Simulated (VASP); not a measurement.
Runs of VASP 6.6.1 on W. The structure is that of space group Im-3m (No. 229), or close to it. The cells are those of the table. 

| task | cell | gap on the mesh (eV) | pressure (GPa) |
| --- | --- | --- | --- |
| single point | a = 2.730 Å, angles 109.5°, 1 atom | none | 10.6 |
| relaxation of cell and atoms | relaxed to 10 GPa from a = 2.741 Å, angles 109.5°, 1 atom | none | 9.9 |
| single point | a = 2.758 Å, angles 109.5°, 1 atom | none | (a) |
| single point | a = 2.705 Å, angles 109.5°, 1 atom | none | 20.8 |
| relaxation of cell and atoms | relaxed to 5 GPa from a = 2.741 Å, angles 109.5°, 1 atom | none | 5.0 |

Alike in all rows: level PBE; potentials or basis VASP PAW PBE potentials, release 64 (W_sv); no spin polarisation; k mesh 11 × 11 × 11; cutoff (eV) 500; smearing fermi-dirac 0.1 eV.

Question: Fill in the values left out.

Answer: (a) 0.5.

Caveats: spin-orbit coupling is left out, which moves the levels of the heavy elements; the cell is relaxed towards a set pressure, so the enthalpy falls and the energy may rise (some runs).

A k mesh can miss the band edges, and the runs leave out spin-orbit coupling on W.

A gap of «none» marks levels without a gap at the run's occupations.
